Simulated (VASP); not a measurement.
The system is C.

```
C
1.0
     2.53880    0.00000    0.00000
    -1.26940    2.19867    0.00000
     0.00000    0.00000    8.29165
C
8
Direct
  0.66667 0.33333 0.84375
  0.33333 0.66667 0.34375
  0.66667 0.33333 0.65625
  0.33333 0.66667 0.15625
  0.00000 0.00000 0.90625
  0.00000 0.00000 0.40625
  0.00000 0.00000 0.59375
  0.00000 0.00000 0.09375
```

Base run:

| Quantity | Value |
| --- | --- |
| Program | VASP 6.6.1 |
| Functional | r2SCAN |
| Dispersion | D3(BJ) |
| Potentials or basis | VASP PAW PBE potentials, release 64 (C) |
| Cutoff | 520 eV |
| k mesh | 12 × 12 × 4 |
| Occupations | fermi-dirac, width 0.05 eV |
| Spin | no spin polarisation |

Its results: band gap on the k mesh 4.57 eV, indirect (least direct gap 5.36 eV); pressure -11.9 GPa; largest force 0.348 eV/Å.

Q: The run is repeated on the same cell with these changes: functional from r2SCAN to revPBE; dispersion from D3(BJ) to D4. What comes out?

A: Band gap on the k mesh 4.36 eV, indirect (least direct gap 5.14 eV); pressure -13.6 GPa; largest force 0.316 eV/Å.

Several settings changed at once, so the effect can't be laid on one alone.

Caveats: the PAW data sets were made with another functional, which shifts forces and pressure a little.

A k mesh can miss the band edges.
